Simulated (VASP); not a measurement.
# GdH2IO4 (P4/mmm) in VASP: single point with r2SCAN

Aim: the single point of GdH2IO4 with r2SCAN.

All numbers are computed with VASP 6.6.1; they aren't measurements. Logs are shortened: lines on timing, memory, paths and dates and some standing lists are left out, and cuts for length are marked.

## 1. The cell of the first run

Symmetry: P4/mmm, No. 123, tetragonal system. Conventional cell: a = 3.527 Å, b = 3.527 Å, c = 8.593 Å, α = 90.00°, β = 90.00°, γ = 90.00°. H (site symmetry 4mm) has 4 O at 2.03 Å within 2.7 Å. O (site symmetry 2mm) has 2 H at 2.03 Å and 2 Gd at 2.16 Å and 5 O at 2.49 Å within 2.7 Å. I (site symmetry 4/mmm) has 8 H at 3.23 Å and 8 O at 3.52 Å and 4 I at 3.53 Å and 2 Gd at 4.30 Å within 4.3 Å. Within 2.9 Å of Gd (site symmetry 4/mmm) lie 8 O at 2.16 Å.

## 2. Single point, r2SCAN, collinear spin, ferrimagnetic start

POSCAR reads:

```
GdH2IO4
1.0
    3.5266103100      0.0000000000      0.0000000000
    0.0000000000      3.5266103100      0.0000000000
    0.0000000000      0.0000000000      8.5928841000
H O I Gd
2 4 1 1
Direct
    0.5000000000      0.5000000000      0.7386000000
    0.5000000000      0.5000000000      0.2614000000
    0.5000000000      0.0000000000      0.8550000000
    0.0000000000      0.5000000000      0.8550000000
    0.5000000000      0.0000000000      0.1450000000
    0.0000000000      0.5000000000      0.1450000000
    0.0000000000      0.0000000000      0.5000000000
    0.0000000000      0.0000000000      0.0000000000
```

INCAR.step1 reads:

```
PREC = Accurate
ENCUT = 520
ISMEAR = -5
SIGMA = 0.141
LREAL = F
LASPH = T
NELM = 150
ISPIN = 2
MAGMOM = 0.25 0.25 -0.88 -0.88 -0.88 -0.88 -0.15 7.13
LMAXMIX = 6
GGA = PE
ALGO = Normal
EDIFF = 1E-4
LWAVE = T
LCHARG = F
```

INCAR.step2 reads:

```
PREC = Accurate
ENCUT = 520
EDIFF = 1E-6
ISMEAR = -1
SIGMA = 0.141
LREAL = F
LASPH = T
NELM = 150
ALGO = Normal
ISIF = 2
LWAVE = F
LCHARG = F
ISPIN = 2
MAGMOM = 0.25 0.25 -0.88 -0.88 -0.88 -0.88 -0.15 7.13
LORBIT = 10
LMAXMIX = 6
METAGGA = R2SCAN
LMIXTAU = T
ISTART = 1
```

KPOINTS reads:

```
regular mesh
0
Gamma
  7 7 3
```

Potentials or basis: VASP PAW PBE potentials, release 64 (H, O, I, Gd).

The run is started by

```sh
$ cat potpaw_PBE.64/H/POTCAR potpaw_PBE.64/O/POTCAR potpaw_PBE.64/I/POTCAR potpaw_PBE.64/Gd/POTCAR > POTCAR
$ cp INCAR.step1 INCAR
$ mpirun -np 1 vasp_std > vasp.out
$ cp INCAR.step2 INCAR
$ mpirun -np 1 vasp_std > vasp.out
```

OUTCAR:

```text
PREC = Accurate
   ENCUT = 520
   EDIFF = 1E-6
   ISMEAR = -1
   LREAL = F
   LASPH = T
   NELM = 150
   ISIF = 2
   ISPIN = 2
   LORBIT = 10
   METAGGA = R2SCAN
   ISTART = 1

 ion  position               nearest neighbor table
   1  0.500  0.500  0.739-
   2  0.500  0.500  0.261-
   3  0.500  0.000  0.855-   8 2.16   8 2.16
   4  0.000  0.500  0.855-   8 2.16   8 2.16
   5  0.500  0.000  0.145-   8 2.16   8 2.16
   6  0.000  0.500  0.145-   8 2.16   8 2.16
   7  0.000  0.000  0.500-
   8  0.000  0.000  0.000-   3 2.16   4 2.16   5 2.16   6 2.16   4 2.16   6 2.16   3 2.16   5 2.16

  LATTYP: Found a simple tetragonal cell.
 ALAT       =     3.5266103100
 C/A-ratio  =     2.4365845230

  Lattice vectors:

 A1 = (   3.5266103100,   0.0000000000,   0.0000000000)
 A2 = (   0.0000000000,   3.5266103100,   0.0000000000)
 A3 = (   0.0000000000,   0.0000000000,   8.5928841000)

Analysis of symmetry for initial positions (statically):
=====================================================================
 Subroutine PRICEL returns:
 Original cell was already a primitive cell.

 Routine SETGRP: Setting up the symmetry group for a
 simple tetragonal supercell.

 Subroutine GETGRP returns: Found 16 space group operations
 (whereof 16 operations were pure point group operations)
 out of a pool of 16 trial point group operations.

The static configuration has the point symmetry D_4h.

Analysis of symmetry for dynamics (positions and initial velocities):
=====================================================================
 Subroutine PRICEL returns:
 Original cell was already a primitive cell.

 Routine SETGRP: Setting up the symmetry group for a
 simple tetragonal supercell.

 Subroutine GETGRP returns: Found 16 space group operations
 (whereof 16 operations were pure point group operations)
 out of a pool of 16 trial point group operations.

The dynamic configuration has the point symmetry D_4h.

Analysis of structural, dynamic, and magnetic symmetry:
=====================================================================
 Subroutine PRICEL returns:
 Original cell was already a primitive cell.

 Routine SETGRP: Setting up the symmetry group for a
 simple tetragonal supercell.

 Subroutine GETGRP returns: Found 16 space group operations
 (whereof 16 operations were pure point group operations)
 out of a pool of 16 trial point group operations.

The overall configuration has the point symmetry D_4h.

 Subroutine INISYM returns: Found 16 space group operations
 (whereof 16 operations are pure point group operations),
 and found     1 'primitive' translations

----------------------------------------------------------------------------------------

                                     Primitive cell

  volume of cell :     106.8695

  direct lattice vectors                    reciprocal lattice vectors
     3.526610310  0.000000000  0.000000000     0.283558407  0.000000000  0.000000000
     0.000000000  3.526610310  0.000000000     0.000000000  0.283558407  0.000000000
     0.000000000  0.000000000  8.592884100     0.000000000  0.000000000  0.116375362

  length of vectors
     3.526610310  3.526610310  8.592884100     0.283558407  0.283558407  0.116375362

  position of ions in fractional coordinates (direct lattice)
     0.500000000  0.500000000  0.738600000
     0.500000000  0.500000000  0.261400000
     0.500000000  0.000000000  0.855000000
     0.000000000  0.500000000  0.855000000
     0.500000000  0.000000000  0.145000000
     0.000000000  0.500000000  0.145000000
     0.000000000  0.000000000  0.500000000
     0.000000000  0.000000000  0.000000000

  ion indices of the primitive-cell ions
   primitive index   ion index
                 1           1
                 2           2
                 3           3
                 4           4
                 5           5
                 6           6
                 7           7
                 8           8

----------------------------------------------------------------------------------------

 KPOINTS: regular mesh

Automatic generation of k-mesh.
 Grid dimensions read from file:
 generate k-points for:    7    7    3

 Generating k-lattice:

  Cartesian coordinates                     Fractional coordinates (reciprocal lattice)
     0.040508344  0.000000000  0.000000000     0.142857143  0.000000000  0.000000000
     0.000000000  0.040508344  0.000000000     0.000000000  0.142857143  0.000000000
     0.000000000  0.000000000  0.038791787     0.000000000  0.000000000  0.333333333

  Length of vectors
     0.040508344  0.040508344  0.038791787

  Shift w.r.t. Gamma in fractional coordinates (k-lattice)
     0.000000000  0.000000000  0.000000000

 Subroutine IBZKPT returns following result:
 ===========================================

 Found     20 irreducible k-points:

 Following reciprocal coordinates:
            Coordinates               Weight
  0.000000  0.000000  0.000000      1.000000
  0.142857  0.000000  0.000000      4.000000
  0.285714  0.000000  0.000000      4.000000
  0.428571  0.000000  0.000000      4.000000
  0.142857  0.142857  0.000000      4.000000
  0.285714  0.142857  0.000000      8.000000
[... 12 lines left out ...]
  0.428571  0.285714  0.333333     16.000000
  0.428571  0.428571  0.333333      8.000000
   k-points           NKPTS =     20   k-points in BZ     NKDIM =     20   number of bands    NBANDS=     32
   number of dos      NEDOS =    301   number of ions     NIONS =      8
   total plane-waves  NPLWV =  50176
   dimension x,y,z NGX =    28 NGY =   28 NGZ =   64
   dimension x,y,z NGXF=    56 NGYF=   56 NGZF=  128
   ions per type =               2   4   1   1
   NGX,Y,Z   is equivalent  to a cutoff of  13.20, 13.20, 12.38 a.u.
   NGXF,Y,Z  is equivalent  to a cutoff of  26.40, 26.40, 24.76 a.u.
 SYSTEM =  unknown system
   PREC   = accura    normal or accurate (medium, high low for compatibility)
   ISTART =      1    job   : 0-new  1-cont  2-samecut
   ICHARG =      0    charge: 1-file 2-atom 10-const
   ISPIN  =      2    spin polarized calculation?
   LNONCOLLINEAR =      F non collinear calculations
   LSORBIT =      F    spin-orbit coupling
   LASPH  =      T    aspherical Exc in radial PAW
   ENCUT  =  520.0 eV  38.22 Ry    6.18 a.u.   6.56  6.56 15.98*2*pi/ulx,y,z
   NELM   =    150;   NELMIN=  2; NELMDL=  0     # of ELM steps
   EDIFF  = 0.1E-05   stopping-criterion for ELM
   LREAL  =      F    real-space projection
   EDIFFG = 0.1E-04   stopping-criterion for IOM
   NSW    =      0    number of steps for IOM
   IBRION =     -1    ionic relax: 0-MD 1-quasi-New 2-CG
   NFREE  =      0    steps in history (QN), initial steepest desc. (CG)
   ISIF   =      2    stress and relaxation
   ISYM   =      2    0-nonsym 1-usesym 2-fastsym
   POTIM  = 0.5000    time-step for ionic-motion
   TEBEG  =    0.0;   TEEND  =   0.0 temperature during run
   PSTRESS=    0.0 pullay stress
   NELECT =      51.0000    total number of electrons
   NUPDOWN=      -1.0000    fix difference up-down
   EMIN   =  10.00;   EMAX   =-10.00  energy-range for DOS
   EFERMI =   0.00;   METHOD = LEGACY
   ISMEAR =    -1;   SIGMA  =   0.14  broadening in eV -4-tet -1-fermi 0-gaus
   EFERMI_NEDOS =   21; number of points for ismear=-14 and -15
   IALGO  =     38    algorithm
   IMIX   =      4    mixing-type and parameters
     AMIX     =   0.40;   BMIX     =  1.00
     AMIX_MAG =   1.60;   BMIX_MAG =  1.00
  volume/ion in A,a.u.               =      13.36        90.15
  Fermi-wavevector in a.u.,A,eV,Ry     =   1.279323  2.417570 22.268216  1.636668
  Thomas-Fermi vector in A             =   2.411815
   LORBIT       =     10    0 simple, 1 ext, 2 COOP (PROOUT), +10 PAW based schemes
   METAGGA = R2SCAN    functional components
   LHFCALC =     F    Hartree Fock is set to
   AEXX    =    0.0000 exact exchange contribution
   IVDW    =     0    specifies the selected vdW correction
   LEPSILON=     F    determine dielectric tensor
   LRPA    =     F    only Hartree local field effects (RPA)
 spin polarized calculation
  energy-cutoff  :      520.00
  volume of cell :      106.87
 maximum number of plane-waves:      2927
 NGX is ok and might be reduce to    28
   NGX = 13   NGY = 13   NGZ = 31

 number of electron      51.0000020 magnetization       3.7056823

 Free energy of the ion-electron system (eV)
  ---------------------------------------------------
  ext. energy  EPLUGINS =         0.00000000
  ---------------------------------------------------
  free energy    TOTEN  =       -96.36205217 eV

  energy without entropy =      -96.08976107  energy(sigma->0) =      -96.22590662

 E-fermi :   1.7494     XC(G=0): -10.4909

 val. band max:        1.7167043126   @ k =   0.4286   0.2857   0.3333
 cond. band min:       1.7861973993   @ k =   0.2857   0.2857   0.3333
 fundamental gap:      0.0694930867
 Fermi energy:         1.7493780451

 spin component 1

 k-point     1 :       0.0000    0.0000    0.0000
  band No.  band energies     occupation
      1     -42.0516      1.00000
      2     -20.4003      1.00000
      3     -18.8366      1.00000
      4     -18.8366      1.00000
      5     -16.5774      1.00000
      6     -15.1657      1.00000
[... 24 lines left out ...]
     31       2.7848      0.00065
     32       2.7848      0.00065
[... 633 lines left out ...]
      1     -41.9551      1.00000
      2     -20.5786      1.00000
      3     -20.5682      1.00000
      4     -19.0816      1.00000
      5     -15.4042      1.00000
      6     -15.3474      1.00000
[... 24 lines left out ...]
     31       3.1765      0.00004
     32       3.4689      0.00001
 Fermi energy:         1.7493780451

 spin component 2

 k-point     1 :       0.0000    0.0000    0.0000
  band No.  band energies     occupation
      1     -38.5960      1.00000
      2     -20.0457      1.00000
      3     -18.0770      1.00000
      4     -16.9618      1.00000
      5     -16.5801      1.00000
      6     -16.5801      1.00000
[... 24 lines left out ...]
     31       6.3482      0.00000
     32       6.4059      0.00000
[... 634 lines left out ...]
      2     -20.0149      1.00000
      3     -19.9937      1.00000
      4     -17.7705      1.00000
      5     -17.2052      1.00000
      6     -16.2854      1.00000
[... 24 lines left out ...]
     31       6.1585      0.00000
     32       6.3281      0.00000

------------------------ aborting loop because EDIFF is reached ----------------------------------------

  FORCE on cell =-STRESS in cart. coord.  units (eV):
  Direction    XX          YY          ZZ          XY          YZ          ZX
  --------------------------------------------------------------------------------------
  -------------------------------------------------------------------------------------
  Total        7.3358132      7.3358132      7.5523672      0.0000000     -0.0000000     -0.0000000
  in kB      109.9777791    109.9777791    113.2243352      0.0000000     -0.0000000     -0.0000000
  external PRESSURE =     111.0599645 kB  Pullay stress =       0.0000000 kB

 VOLUME and BASIS-vectors are now :
 -----------------------------------------------------------------------------
  energy-cutoff  :      520.00
  volume of cell :      106.87
      direct lattice vectors                 reciprocal lattice vectors
     3.526610310  0.000000000  0.000000000     0.283558407  0.000000000  0.000000000
     0.000000000  3.526610310  0.000000000     0.000000000  0.283558407  0.000000000
     0.000000000  0.000000000  8.592884100     0.000000000  0.000000000  0.116375362

 POSITION                                       TOTAL-FORCE (eV/Angst)
 -----------------------------------------------------------------------------------
      1.76331      1.76331      6.34670        -0.000000      0.000000      1.796154
      1.76331      1.76331      2.24618        -0.000000     -0.000000     -1.796154
      1.76331      0.00000      7.34692         0.000000     -0.000000     -2.825261
      0.00000      1.76331      7.34692         0.000000     -0.000000     -2.825261
      1.76331      0.00000      1.24597         0.000000      0.000000      2.825261
      0.00000      1.76331      1.24597        -0.000000      0.000000      2.825261
      0.00000      0.00000      4.29644        -0.000000     -0.000000      0.000000
      0.00000      0.00000      0.00000        -0.000000     -0.000000      0.000000
 -----------------------------------------------------------------------------------
    total drift:                               -0.000000     -0.000000      0.000000

  FREE ENERGIE OF THE ION-ELECTRON SYSTEM (eV)
  ---------------------------------------------------
  free  energy   TOTEN  =       -96.3620521671 eV

  energy  without entropy=      -96.0897610684  energy(sigma->0) =      -96.22590662

 total charge

# of ion       s       p       d       f       tot
--------------------------------------------------
    1        0.248   0.006   0.000   0.000   0.254
    2        0.248   0.006   0.000   0.000   0.254
    3        1.613   3.281   0.000   0.000   4.894
    4        1.613   3.281   0.000   0.000   4.894
    5        1.613   3.281   0.000   0.000   4.894
    6        1.613   3.281   0.000   0.000   4.894
    7        1.549   2.625   0.015   0.000   4.189
    8        2.066   5.760   0.691   6.920  15.437
--------------------------------------------------
tot         10.566  21.519   0.707   6.920  39.711

 magnetization (x)

# of ion       s       p       d       f       tot
--------------------------------------------------
    1        0.131   0.001   0.000   0.000   0.132
    2        0.131   0.001   0.000   0.000   0.132
    3       -0.009  -0.747   0.000   0.000  -0.756
    4       -0.009  -0.747   0.000   0.000  -0.756
    5       -0.009  -0.747   0.000   0.000  -0.756
    6       -0.009  -0.747   0.000   0.000  -0.756
    7       -0.001  -0.114   0.001   0.000  -0.114
    8       -0.001  -0.144   0.105   6.536   6.496
--------------------------------------------------
tot          0.224  -3.242   0.105   6.536   3.623
```

It took 12 min on 1 thread of Intel Xeon 6975P-C (Granite Rapids), shared host; peak memory 0.36 GiB.

What came out:

- Free energy: -96.3621 eV
- Pressure: 11.1 GPa
- Largest force: 2.825 eV/Å
- Net moment: 3.71 μB per cell
- Site moments: H +0.13; O -0.76; I -0.11; Gd +6.50 μB
- Valence electrons inside the program's atomic spheres: H 0.25; O 4.89; I 4.19; Gd 15.44

Forces on the atoms (eV/Å):
```
H    0.000  0.000  1.796
H    0.000  0.000 -1.796
O    0.000  0.000 -2.825
O    0.000  0.000 -2.825
O    0.000  0.000  2.825
O    0.000  0.000  2.825
I    0.000  0.000  0.000
Gd   0.000  0.000  0.000
```

Caveat: the cell stands under pressure; the PAW data sets were made with another functional, which shifts forces and pressure a little; spin-orbit coupling is left out, which moves the levels of the heavy elements; a cell with one magnetic atom can't hold antiferromagnetic order, which such compounds often take; semilocal functionals describe open f shells poorly, which spoils levels, moments and volumes. With open d or f shells a metallic result of r2SCAN can be an artefact of self-interaction; +U or a hybrid may open a gap.
